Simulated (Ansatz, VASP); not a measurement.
As in VASP and in Ansatz

INCAR

```
PREC = Accurate
ENCUT = 520
EDIFF = 1E-6
ISMEAR = 0
SIGMA = 0.1
LREAL = False
LASPH = True
NELM = 100
ALGO = Normal
ISIF = 2
LWAVE = False
LCHARG = False
GGA = PE
NBANDS = 18
```

The input KPOINTS:

```
Automatic mesh
0
Gamma
  6 6 2
```

File POSCAR:

```
As
1.0
    3.6082790000      0.0000000000      0.0000000000
   -1.8041395000      3.1248613000      0.0000000000
    0.0000000000      0.0000000000     12.0291921000
As
4
Direct
    0.0000000000      0.0000000000      0.7996660000
    0.0000000000      0.0000000000      0.2003340000
    0.3333333000      0.6666667000      0.6840660000
    0.6666667000      0.3333333000      0.3159340000
```

Input for Ansatz:

```yaml
crystal:
  lattice:
    - [3.608279, 0.0, 0.0]
    - [-1.8041395, 3.1248613, 0.0]
    - [0.0, 0.0, 12.0291921]
  atoms:
    - { symbol: As, position: [0.0, 0.0, 0.799666] }
    - { symbol: As, position: [0.0, 0.0, 0.200334] }
    - { symbol: As, position: [0.3333333, 0.6666667, 0.684066] }
    - { symbol: As, position: [0.6666667, 0.3333333, 0.315934] }
basis:
  ecutwfc: 420
kpoints:
  mp_grid: { grid: [6, 6, 2] }
hamiltonian:
  xc: pbe
scf:
  occupations: { method: gaussian, width: 0.1 }
  lower_state_search: "off"
output:
  forces: true
  stress: true
  eigenvalues: true
```

Alike in both runs: task single point; functional PBE; k mesh 6 × 6 × 2; occupations gaussian, width 0.1 eV; no spin polarisation.

```csv
,VASP,Ansatz
version,VASP 6.6.1,Ansatz 0.2.0
potentials or method,"VASP PAW PBE potentials, release 64 (As), cutoff 520 eV","scalar-relativistic, plane waves, PAW"
valence electrons in the cell,20,60
```

|  | VASP | Ansatz | Ansatz less VASP |
| --- | --- | --- | --- |
| gap on the k mesh at the Fermi level (eV) | 1.40 | 1.42 | +0.025 |
| least direct gap on the mesh (eV) | 1.70 | 1.73 | +0.034 |
| pressure (GPa) | 0.3 | 0.1 | -0.22 |
| traceless stress, the component that is largest in VASP (GPa) | -0.12 | -0.19 | -0.065 |
| rms of the force components (eV/Å) | 0.029 | 0.020 | -0.0093 |

Atom by atom the forces differ by 0.050 eV/Å (rms over components). VASP's potentials hold 20 valence electrons a cell and Ansatz's 60, so a difference there can come from the potentials and not from the codes.
